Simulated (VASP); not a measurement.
Input of a VASP 6.6.1 run:

Contents of INCAR:

```
SYSTEM = AlN
  PREC = Accurate
  ENCUT = 520
  EDIFF = 1E-7
  ISMEAR = -1
  SIGMA = 0.05
  LREAL = .FALSE.
  LASPH = .TRUE.
  NELM = 80
  ALGO = Normal
  ISIF = 2
  LWAVE = .FALSE.
  LCHARG = .TRUE.
  GGA = RP
  IVDW = 13
  LELF = .TRUE.
  LVHAR = .TRUE.
  NBANDS = 11
```

Contents of KPOINTS:

```
regular mesh
0
G
  10 10 10
  0 0 0
```

POSCAR

```
AlN
1.0
    0.0000000000      2.1755033092      2.1755033092
    2.1755033092      0.0000000000      2.1755033092
    2.1755033092      2.1755033092      0.0000000000
Al N
1 1
Direct
    0.0000000000      0.0000000000      0.0000000000
    0.2500000000      0.2500000000      0.2500000000
```

Potentials or basis: VASP PAW PBE potentials, release 64 (Al, N).

The run is started by

```bash
$ cat potpaw_PBE.64/Al/POTCAR potpaw_PBE.64/N/POTCAR > POTCAR
$ mpirun -np 1 vasp_std > vasp.out
```

Q: Predict the band gap on the k mesh.

A: 3.37 eV, indirect (least direct gap 4.34 eV).

Q: Estimate the dispersion energy per atom.

A: -0.652 eV.

 A k mesh can miss the band edges.
